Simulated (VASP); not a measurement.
# Fe3Rh (Fm-3m) in VASP: a series of runs, part 2 of 2

VASP 6.6.1. Earlier steps stand in the parts before.

### Step 3. Single point, LDA, collinear spin, ferromagnetic start

Input file INCAR:

```
SYSTEM = Fe3Rh
PREC = Accurate
ENCUT = 520
EDIFF = 1E-6
ISMEAR = -1
SIGMA = 0.1
LREAL = .False.
LASPH = .True.
NELM = 150
ALGO = Normal
ISIF = 2
LWAVE = .False.
LCHARG = .True.
ISPIN = 2
MAGMOM = 3.5 3.5 3.5 0
LORBIT = 11
LMAXMIX = 4
GGA = CA
LELF = .True.
LVHAR = .True.
NBANDS = 32
```

Input file KPOINTS:

```
regular mesh
0
Gamma
  8 8 8
  0 0 0
```

Input file POSCAR:

```
Fe3Rh
1.0
    4.1442160000      0.0000000000      0.0000000000
    2.0721080000      3.5889963348      0.0000000000
    2.0721080000      1.1963321116      3.3837381946
Fe Rh
3 1
Direct
    0.7500000000      0.7500000000      0.7500000000
    0.2500000000      0.2500000000      0.2500000000
    0.0000000000      0.0000000000      0.0000000000
    0.5000000000      0.5000000000      0.5000000000
```

Potentials or basis: VASP PAW LDA potentials, release 64 (Fe, Rh_pv).

Command:

```
$ cat potpaw_LDA.64/Fe/POTCAR potpaw_LDA.64/Rh_pv/POTCAR > POTCAR
$ mpirun -np 1 vasp_std > vasp.out
```

OUTCAR:

```text
SYSTEM = Fe3Rh
   PREC = Accurate
   ENCUT = 520
   EDIFF = 1E-6
   ISMEAR = -1
   LREAL = .False.
   LASPH = .True.
   NELM = 150
   ISIF = 2
   ISPIN = 2
   LORBIT = 11
   GGA = CA

 ion  position               nearest neighbor table
   1  0.750  0.750  0.750-   4 2.54   3 2.54   3 2.54   4 2.54   4 2.54   3 2.54   3 2.54   4 2.54
                             2 2.93   2 2.93   2 2.93   2 2.93   2 2.93   2 2.93
   2  0.250  0.250  0.250-   3 2.54   4 2.54   3 2.54   4 2.54   3 2.54   4 2.54   4 2.54   3 2.54
                             1 2.93   1 2.93   1 2.93   1 2.93   1 2.93   1 2.93
   3  0.000  0.000  0.000-   1 2.54   2 2.54   1 2.54   2 2.54   1 2.54   2 2.54   2 2.54   1 2.54
                             4 2.93   4 2.93   4 2.93   4 2.93   4 2.93   4 2.93
   4  0.500  0.500  0.500-   2 2.54   1 2.54   1 2.54   2 2.54   2 2.54   1 2.54   1 2.54   2 2.54
                             3 2.93   3 2.93   3 2.93   3 2.93   3 2.93   3 2.93

  LATTYP: Found a face centered cubic cell.
 ALAT       =     5.8608064726

  Lattice vectors:

 A1 = (   4.1442160000,   0.0000000000,   0.0000000000)
 A2 = (   2.0721080000,   3.5889963348,   0.0000000000)
 A3 = (   2.0721080000,   1.1963321116,   3.3837381946)

Analysis of symmetry for initial positions (statically):
=====================================================================
 Subroutine PRICEL returns:
 Original cell was already a primitive cell.

 Routine SETGRP: Setting up the symmetry group for a
 face centered cubic supercell.

 Subroutine GETGRP returns: Found 48 space group operations
 (whereof 48 operations were pure point group operations)
 out of a pool of 48 trial point group operations.

The static configuration has the point symmetry O_h .

Analysis of symmetry for dynamics (positions and initial velocities):
=====================================================================
 Subroutine PRICEL returns:
 Original cell was already a primitive cell.

 Routine SETGRP: Setting up the symmetry group for a
 face centered cubic supercell.

 Subroutine GETGRP returns: Found 48 space group operations
 (whereof 48 operations were pure point group operations)
 out of a pool of 48 trial point group operations.

The dynamic configuration has the point symmetry O_h .
[... 172 lines left out ...]

 spin component 1

 k-point     1 :       0.0000    0.0000    0.0000
  band No.  band energies     occupation
      1     -39.5693      1.00000
      2     -39.5693      1.00000
      3     -39.5693      1.00000
      4      -1.3467      1.00000
      5       1.8103      1.00000
      6       1.8103      1.00000
[... 805 lines left out ...]
     30      18.5423      0.00000
     31      19.1699      0.00000

 [... further k-points ...]

 spin component 2

 k-point     1 :       0.0000    0.0000    0.0000
  band No.  band energies     occupation
      1     -38.9159      1.00000
      2     -38.9159      1.00000
      3     -38.9159      1.00000
      4      -0.9443      1.00000
      5       3.0539      1.00000
      6       3.0539      1.00000
[... 805 lines left out ...]
     30      19.4180      0.00000
     31      20.0172      0.00000

 [... further k-points ...]

 [bands above 31 left out]

------------------------ aborting loop because EDIFF is reached ----------------------------------------

  FORCE on cell =-STRESS in cart. coord.  units (eV):
  Direction    XX          YY          ZZ          XY          YZ          ZX
  --------------------------------------------------------------------------------------
  -------------------------------------------------------------------------------------
  Total       -4.7068124     -4.7068124     -4.7068124     -0.0000000     -0.0000000     -0.0000000
  in kB     -149.8391581   -149.8391581   -149.8391581     -0.0000000     -0.0000000     -0.0000000
  external PRESSURE =    -149.8391581 kB  Pullay stress =       0.0000000 kB

 VOLUME and BASIS-vectors are now :
 -----------------------------------------------------------------------------
  energy-cutoff  :      520.00
  volume of cell :       50.33
      direct lattice vectors                 reciprocal lattice vectors
     4.144216000  0.000000000  0.000000000     0.241300164 -0.139314715 -0.098510379
     2.072108000  3.588996335  0.000000000     0.000000000  0.278629429 -0.098510379
     2.072108000  1.196332112  3.383738195     0.000000000  0.000000000  0.295531138

 POSITION                                       TOTAL-FORCE (eV/Angst)
 -----------------------------------------------------------------------------------
      6.21632      3.58900      2.53780         0.000000     -0.000000      0.000000
      2.07211      1.19633      0.84593        -0.000000      0.000000     -0.000000
      0.00000      0.00000      0.00000         0.000000     -0.000000     -0.000000
      4.14422      2.39266      1.69187         0.000000     -0.000000     -0.000000
 -----------------------------------------------------------------------------------
    total drift:                                0.000000      0.000000     -0.000000

  FREE ENERGIE OF THE ION-ELECTRON SYSTEM (eV)
  ---------------------------------------------------
  free  energy   TOTEN  =       -35.8191639067 eV

  energy  without entropy=      -35.6995305460  energy(sigma->0) =      -35.75934723

 total charge

# of ion       s       p       d       tot
------------------------------------------
    1        0.471   0.490   6.174   7.135
    2        0.471   0.490   6.174   7.135
    3        0.436   0.455   6.243   7.134
    4        0.429   6.311   7.109  13.848
--------------------------------------------------
tot          1.807   7.746  25.699  35.252

 magnetization (x)

# of ion       s       p       d       tot
------------------------------------------
    1        0.004  -0.018   2.710   2.696
    2        0.004  -0.018   2.710   2.696
    3       -0.004  -0.015   2.474   2.456
    4       -0.024  -0.032   0.895   0.840
--------------------------------------------------
tot         -0.019  -0.083   8.790   8.688
```

OSZICAR:

```text
N       E                     dE             d eps       ncg     rms          rms(c)
DAV:   1     0.353775763564E+03    0.35378E+03   -0.18723E+04  3928   0.158E+03
DAV:   2    -0.172986135676E+02   -0.37107E+03   -0.34886E+03  3720   0.381E+02
DAV:   3    -0.393966762185E+02   -0.22098E+02   -0.19633E+02  4176   0.117E+02
[... 11 lines left out ...]
DAV:  15    -0.358192249703E+02   -0.24452E-03   -0.37881E-04  5656   0.500E-01    0.216E-01
DAV:  16    -0.358191771456E+02    0.47825E-04   -0.14385E-04  5904   0.259E-01    0.923E-02
DAV:  17    -0.358191625986E+02    0.14547E-04   -0.35947E-05  6176   0.110E-01    0.232E-02
DAV:  18    -0.358191638644E+02   -0.12658E-05   -0.35346E-06  3760   0.289E-02    0.865E-03
DAV:  19    -0.358191639067E+02   -0.42249E-07   -0.61072E-07  2480   0.114E-02
   1 F= -.35819164E+02 E0= -.35759347E+02  d E =-.119633E+00  mag=     8.7811
```

Run time: 96 s. Hardware: 1 thread of Intel Xeon Platinum 8488C (Sapphire Rapids), shared host; peak memory 0.21 GiB.

Results:

- Free energy: -35.8192 eV
- Pressure: -15.0 GPa
- Net moment: 8.78 μB per cell
- Site moments: Fe +2.70, +2.46 (each value once); Rh +0.84 μB
- Valence electrons inside the program's atomic spheres: Fe 7.13; Rh 13.85

Levels at points of the mesh, in eV from the Fermi level:
Spin up:
| k point | band 20 | band 21 | band 22 | band 23 | band 24 | band 25 | band 26 | band 27 | band 28 | band 29 |
| --- | --- | --- | --- | --- | --- | --- | --- | --- | --- | --- |
| (0.00, 0.00, 0.00) | -0.63 | -0.63 | -0.16 | -0.16 | -0.16 | 7.58 | 7.58 | 7.58 | 8.55 | 8.94 |
| (0.50, 0.00, 0.00) | -0.94 | -0.94 | -0.74 | -0.74 | -0.39 | -0.03 | 6.60 | 6.60 | 7.19 | 7.19 |
| (0.50, 0.50, 0.00) | -1.19 | -0.73 | -0.39 | 0.14 | 0.14 | 0.31 | 0.31 | 0.56 | 6.86 | 7.37 |
Spin down:
```csv
k point,band 11,band 12,band 13,band 14,band 15,band 16,band 17,band 18,band 19,band 20
"(0.00, 0.00, 0.00)",-1.64,-1.64,-0.64,-0.64,-0.64,0.72,0.72,1.40,1.40,1.44
"(0.50, 0.00, 0.00)",-1.71,-1.71,-1.36,-1.21,-1.21,0.74,0.74,1.08,1.08,1.23
"(0.50, 0.50, 0.00)",-1.00,-0.53,-0.53,-0.16,-0.16,0.25,0.64,0.71,0.71,0.72
```

Caveat: the cell stands under tension.
